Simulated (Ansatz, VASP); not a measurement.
# One calculation of Ca2Zr2N, two programs

INCAR

```
SYSTEM = Ca2Zr2N
  PREC = Accurate
  ENCUT = 520
  EDIFF = 1E-6
  ISMEAR = 0
  SIGMA = 0.1
  LREAL = .False.
  LASPH = .True.
  NELM = 100
  ALGO = Normal
  ISIF = 2
  LWAVE = .False.
  LCHARG = .False.
  GGA = PE
  NBANDS = 32
```

KPOINTS

```
Automatic mesh
0
Gamma
  6 6 4
  0 0 0
```

File POSCAR:

```
Ca2Zr2N
1.0
    4.0078604100      0.0000000000      0.0000000000
   -2.0039302000      3.4709089300      0.0000000000
    0.0000000000      0.0000000000      6.5885592300
Ca Zr N
2 2 1
Direct
    0.3333333300      0.6666666700      0.6369000100
    0.6666666700      0.3333333300      0.3630999900
    0.3333333300      0.6666666700      0.2405000000
    0.6666666700      0.3333333300      0.7595000000
    0.0000000000      0.0000000000      0.0000000000
```

Input for Ansatz:

```yaml
crystal:
  lattice:
    - [4.00786041, 0.0, 0.0]
    - [-2.0039302, 3.47090893, 0.0]
    - [0.0, 0.0, 6.58855923]
  atoms:
    - { symbol: Ca, position: [0.33333333, 0.66666667, 0.63690001] }
    - { symbol: Ca, position: [0.66666667, 0.33333333, 0.36309999] }
    - { symbol: Zr, position: [0.33333333, 0.66666667, 0.2405] }
    - { symbol: Zr, position: [0.66666667, 0.33333333, 0.7595] }
    - { symbol: "N", position: [0.0, 0.0, 0.0] }
basis:
  ecutwfc: 420
kpoints:
  mp_grid: { grid: [6, 6, 4] }
hamiltonian:
  xc: pbe
scf:
  occupations: { method: gaussian, width: 0.1 }
  lower_state_search: "off"
output:
  forces: true
  stress: true
  eigenvalues: true
```

Change from the starting cell: species swapped into the CaCd2P2 type (P-3m1, No. 164).

Alike in both runs: task single point; functional PBE; k mesh 6 × 6 × 4; occupations gaussian, width 0.1 eV; no spin polarisation.

```csv
,VASP,Ansatz
version,VASP 6.6.1,Ansatz 0.2.0
potentials or method,"VASP PAW PBE potentials, release 64 (Ca_sv, Zr_sv, N), cutoff 520 eV","scalar-relativistic, plane waves, PAW"
valence electrons in the cell,49,49
```

VASP gave:

```
gap on the k mesh at the Fermi level (eV)                     : none
pressure (GPa)                                                : 14.2
traceless stress, the component that is largest in VASP (GPa) : -0.57
rms of the force components (eV/Å)                            : 2.534
```

Problem. Estimate Ansatz's values.

Solution. gap on the k mesh at the Fermi level (eV): none; pressure (GPa): 13.5; traceless stress, the component that is largest in VASP (GPa): -0.38; rms of the force components (eV/Å): 2.504.

Atom by atom the forces differ by 0.035 eV/Å (rms over components). A gap of «none» marks a metal or a gap that the smearing closes. With one functional, cell and mesh, what is left measures potentials, basis and numerics.
